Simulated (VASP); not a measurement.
Here is a VASP 6.6.1 calculation.

The input INCAR:

```
PREC = Accurate ; ENCUT = 600
EDIFF = 1E-6 ; ISMEAR = 0
SIGMA = 0.1 ; LREAL = False
LASPH = True ; NELM = 100
ALGO = Normal ; ISIF = 3
LWAVE = False ; LCHARG = False
GGA = PE ; IBRION = 2
NSW = 100 ; EDIFFG = -0.01
```

The input KPOINTS:

```
regular mesh
0
Gamma
  6 6 6
```

File POSCAR:

```
Ga3P2
1.0
    3.2403521725      1.8708181991      5.5602637762
   -3.2403521725      1.8708181991      5.5602637762
    0.0000000000     -3.7416363982      5.5602637762
Ga P
6 4
Direct
    0.5345899786      0.9654100214      0.2500000000
    0.2500000000      0.5345899786      0.9654100214
    0.9654100214      0.2500000000      0.5345899786
    0.4654100214      0.0345899786      0.7500000000
    0.7500000000      0.4654100214      0.0345899786
    0.0345899786      0.7500000000      0.4654100214
    0.3612828212      0.3612828212      0.3612828212
    0.1387171788      0.1387171788      0.1387171788
    0.6387171788      0.6387171788      0.6387171788
    0.8612828212      0.8612828212      0.8612828212
```

Potentials or basis: VASP PAW PBE potentials, release 64 (Ga_d, P).

Run with:

```bash
$ cat potpaw_PBE.64/Ga_d/POTCAR potpaw_PBE.64/P/POTCAR > POTCAR
$ mpirun -np 1 vasp_std > vasp.out
```

**Question.** Predict the relaxed volume.

**Answer.** 20.40 Å³/atom.

**Question.** What does it give for the space group after relaxing (to 0.1 Å)?

**Answer.** R-3c (No. 167).

Step by step:
```
step  energy change (eV)  largest force (eV/Å)  pressure (GPa)  volume (Å³)
   1              0.0000                0.0855            0.55       202.24
   2             -0.0059                0.0144            0.05       204.27
   3             -0.0059                0.0055           -0.10       204.77
   4             -0.0059                0.0097           -0.10       204.69
   5             -0.0059                0.0124            0.00       204.54
   6             -0.0059                0.0073           -0.21       204.64
   7             -0.0059                0.0113           -0.12       204.59
   8             -0.0065                0.0135           -0.12       204.34
   9             -0.0065                0.0417            0.05       203.94
  10             -0.0067                0.0264            0.05       204.15
  11             -0.0067                0.0235           -0.04       204.19
  12             -0.0067                0.0250           -0.02       204.18
  13             -0.0068                0.0180            0.09       204.06
  14             -0.0068                0.0169            0.03       204.04
  15             -0.0068                0.0147            0.03       204.01
  16             -0.0069                0.0105            0.10       203.94
  17             -0.0069                0.0080            0.04       203.98
```
